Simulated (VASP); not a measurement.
# Mn3RhPb (Pm-3m) in VASP: a series of runs, part 2 of 2

VASP 6.6.1.

### Step 4. Single point, PBE+U

Input file INCAR:

```
ALGO     = Normal         # electronic algorithm
EDIFF    = 1E-6           # SCF threshold, eV
ENCUT    = 500            # plane-wave cutoff, eV
GGA      = PE             # functional
GGA_COMPAT= False        
ISIF     = 2              # what is computed and relaxed
ISMEAR   = 1              # smearing method
LASPH    = True           # aspherical terms in the spheres
LCHARG   = False          # write CHGCAR
LDAU     = True           # DFT+U
LDAUJ    = 0 0 0        
LDAUL    = -1 2 -1        # shell
LDAUPRINT= 1            
LDAUTYPE = 2            
LDAUU    = 0 5 0          # U, eV
LMAXMIX  = 4              # l up to which the mixer works
LREAL    = False          # projectors in reciprocal space
LWAVE    = False          # write WAVECAR
NBANDS   = 42             # bands
NELM     = 200            # most SCF steps
PREC     = Accurate       # precision mode
SIGMA    = 0.0214         # smearing width, eV
```

Input file KPOINTS:

```
k-points
0
Gamma
  4 4 4
```

Input file POSCAR:

```
Mn3RhPb
1.0
    4.4398360000      0.0000000000      0.0000000000
    0.0000000000      4.4398360000      0.0000000000
    0.0000000000      0.0000000000      4.4398360000
Pb Rh Mn
1 1 3
Direct
    0.0000000000      0.0000000000      0.0000000000
    0.5000000000      0.5000000000      0.5000000000
    0.0000000000      0.5000000000      0.5000000000
    0.5000000000      0.0000000000      0.5000000000
    0.5000000000      0.5000000000      0.0000000000
```

Potentials or basis: VASP PAW PBE potentials, release 64 (Pb_d, Rh_pv, Mn_pv).

The run is started by

```bash
> cat potpaw_PBE.64/Pb_d/POTCAR potpaw_PBE.64/Rh_pv/POTCAR potpaw_PBE.64/Mn_pv/POTCAR > POTCAR
> mpirun -np 1 vasp_std > vasp.out
```

OUTCAR:

```text
EDIFF = 1E-6
   ENCUT = 500
   GGA = PE
   ISIF = 2
   ISMEAR = 1
   LASPH = True
   LREAL = False
   NELM = 200
   PREC = Accurate

 ion  position               nearest neighbor table
   1  0.000  0.000  0.000-   3 3.14   4 3.14   5 3.14   3 3.14   4 3.14   3 3.14   5 3.14   3 3.14
                             4 3.14   5 3.14   4 3.14   5 3.14
   2  0.500  0.500  0.500-   3 2.22   4 2.22   5 2.22   5 2.22   4 2.22   3 2.22
   3  0.000  0.500  0.500-   2 2.22   2 2.22   4 3.14   5 3.14   1 3.14   5 3.14   1 3.14   4 3.14
                             1 3.14   1 3.14   4 3.14   5 3.14   5 3.14   4 3.14
   4  0.500  0.000  0.500-   2 2.22   2 2.22   3 3.14   5 3.14   1 3.14   5 3.14   1 3.14   3 3.14
                             5 3.14   5 3.14   1 3.14   3 3.14   1 3.14   3 3.14
   5  0.500  0.500  0.000-   2 2.22   2 2.22   3 3.14   4 3.14   1 3.14   3 3.14   4 3.14   1 3.14
                             4 3.14   4 3.14   1 3.14   3 3.14   3 3.14   1 3.14

  LATTYP: Found a simple cubic cell.
 ALAT       =     4.4398360000

  Lattice vectors:

 A1 = (   4.4398360000,   0.0000000000,   0.0000000000)
 A2 = (   0.0000000000,   4.4398360000,   0.0000000000)
 A3 = (   0.0000000000,   0.0000000000,   4.4398360000)

Analysis of symmetry for initial positions (statically):
=====================================================================
 Subroutine PRICEL returns:
 Original cell was already a primitive cell.

 Routine SETGRP: Setting up the symmetry group for a
 simple cubic supercell.

 Subroutine GETGRP returns: Found 48 space group operations
 (whereof 48 operations were pure point group operations)
 out of a pool of 48 trial point group operations.

The static configuration has the point symmetry O_h .

Analysis of symmetry for dynamics (positions and initial velocities):
[... 172 lines left out ...]
  o =  0.8188  v =  0.0000  0.0000  0.0000  0.0000  0.0000  0.0000  0.0000 -0.0276  0.0000  0.9996      0.0000  0.0000  0.0000  0.0000  0.0000  0.0000  0.0000  0.0000  0.0000  0.0000
  o =  0.8188  v =  0.0000  0.0000 -0.0276  0.0000  0.9996  0.0000  0.0000  0.0000  0.0000  0.0000      0.0000  0.0000  0.0000  0.0000  0.0000  0.0000  0.0000  0.0000  0.0000  0.0000
  o =  0.8188  v =  0.0000 -0.0000 -0.9996  0.0000 -0.0276  0.0000  0.0000  0.0000  0.0000  0.0000      0.0000  0.0000  0.0000  0.0000  0.0000  0.0000  0.0000  0.0000  0.0000  0.0000
  o =  0.8188  v =  0.0000  0.0000  0.0000  0.0000  0.0000  0.0000 -0.0000 -0.9996  0.0000 -0.0276      0.0000  0.0000  0.0000  0.0000  0.0000  0.0000  0.0000  0.0000  0.0000  0.0000

 number of electron      67.9999857 magnetization

 Free energy of the ion-electron system (eV)
  ---------------------------------------------------
  ext. energy  EPLUGINS =         0.00000000
  ---------------------------------------------------
  free energy    TOTEN  =       -25.63629471 eV

  energy without entropy =      -25.63795101  energy(sigma->0) =      -25.63684681

 E-fermi :   7.8377     XC(G=0): -11.7408

 val. band max:        7.8198693741   @ k =   0.5000   0.5000   0.2500
 cond. band min:       7.8548649147   @ k =   0.5000   0.2500   0.2500
 fundamental gap:      0.0349955406
 Fermi energy:         7.8376621101

 k-point     1 :       0.0000    0.0000    0.0000
  band No.  band energies     occupation
      1     -40.6800      2.00000
      2     -40.6800      2.00000
      3     -40.6800      2.00000
      4     -39.8841      2.00000
      5     -39.8841      2.00000
      6     -39.8841      2.00000
[... 439 lines left out ...]
     41       8.1614     -0.00000
     42       8.1614     -0.00000

------------------------ aborting loop because EDIFF is reached ----------------------------------------

  FORCE on cell =-STRESS in cart. coord.  units (eV):
  Direction    XX          YY          ZZ          XY          YZ          ZX
  --------------------------------------------------------------------------------------
  -------------------------------------------------------------------------------------
  Total        0.7967785      0.7967785      0.7967785     -0.0000000     -0.0000000     -0.0000000
  in kB       14.5863757     14.5863757     14.5863757     -0.0000000     -0.0000000     -0.0000000
  external PRESSURE =      14.5863757 kB  Pullay stress =       0.0000000 kB

 VOLUME and BASIS-vectors are now :
 -----------------------------------------------------------------------------
  energy-cutoff  :      500.00
  volume of cell :       87.52
      direct lattice vectors                 reciprocal lattice vectors
     4.439836000  0.000000000  0.000000000     0.225233545  0.000000000  0.000000000
     0.000000000  4.439836000  0.000000000     0.000000000  0.225233545  0.000000000
     0.000000000  0.000000000  4.439836000     0.000000000  0.000000000  0.225233545

 POSITION                                       TOTAL-FORCE (eV/Angst)
 -----------------------------------------------------------------------------------
      0.00000      0.00000      0.00000         0.000000      0.000000      0.000000
      2.21992      2.21992      2.21992         0.000000      0.000000      0.000000
      0.00000      2.21992      2.21992         0.000000      0.000000      0.000000
      2.21992      0.00000      2.21992         0.000000      0.000000      0.000000
      2.21992      2.21992      0.00000         0.000000      0.000000      0.000000
 -----------------------------------------------------------------------------------
    total drift:                                0.000000     -0.000000     -0.000000

  FREE ENERGIE OF THE ION-ELECTRON SYSTEM (eV)
  ---------------------------------------------------
  free  energy   TOTEN  =       -25.6362947137 eV

  energy  without entropy=      -25.6379510093  energy(sigma->0) =      -25.63684681
```

stdout:

```text
POSCAR found type information on POSCAR PbRhMn
 POSCAR found :  3 types and       5 ions
 scaLAPACK will be used
 LDA part: xc-table for (Slater+PW92), standard interpolation
 POSCAR, INCAR and KPOINTS ok, starting setup
 FFT: planning ... GRIDC
 FFT: planning ... GRID_SOFT
 FFT: planning ... GRID
 WAVECAR not read
 entering main loop
```

It took 23 s on 1 thread of Intel Xeon Platinum 8375C at 2.90GHz (Ice Lake), shared host; peak memory 0.19 GiB.

What came out:

| Quantity | Value |
| --- | --- |
| Free energy | -25.6363 eV |
| Pressure | 1.5 GPa |
| Band gap on the k mesh | zero (bands 34 and 35 overlap by 1.08 eV) |

Eigenvalues of the final occupation matrices:
```tsv
site	spin	trace	eigenvalues
site 2 d	1	3.81	0.72 0.72 0.72 0.82 0.82
site 2 d	2	3.81	0.72 0.72 0.72 0.82 0.82
```

Caveat: spin-orbit coupling is left out, which moves the levels of the heavy elements; the run has no spin polarisation, though such a crystal can be magnetic; U without spin polarisation on a metal has little footing; the U is typed as a test and isn't derived for this compound. Spin polarisation is off, so any magnetic state and its effect on volume and gap are missing.

### Step 5. Overview

```csv
level,potentials or basis,U,gap on the mesh (eV),pressure (GPa)
PBE,"VASP PAW PBE potentials, release 64 (Pb_d, Rh_pv, Mn_pv)",-,none,3.9
LDA,"VASP PAW LDA potentials, release 64 (Pb_d, Rh_pv, Mn_pv)",-,none,-5.5
PBE+U,"VASP PAW PBE potentials, release 64 (Pb_d, Rh_pv, Mn_pv)",Rh d U = 5.0 eV,none,1.5
```

Alike in all rows: task single point; no spin polarisation; cell as given; k mesh 4 × 4 × 4; cutoff (eV) 500; smearing methfessel-paxton 0.0214 eV.

Caveats: spin-orbit coupling is left out, which moves the levels of the heavy elements; the run has no spin polarisation, though such a crystal can be magnetic; the cell stands under pressure (at least some runs); the cell stands under tension (at least some runs); U without spin polarisation on a metal has little footing (at least some runs); the U is typed as a test and isn't derived for this compound (at least some runs).

Absolute energies hang on the potentials; compare differences alone.

The gap in the log of VASP goes by the Fermi energy; the results here count the filled bands.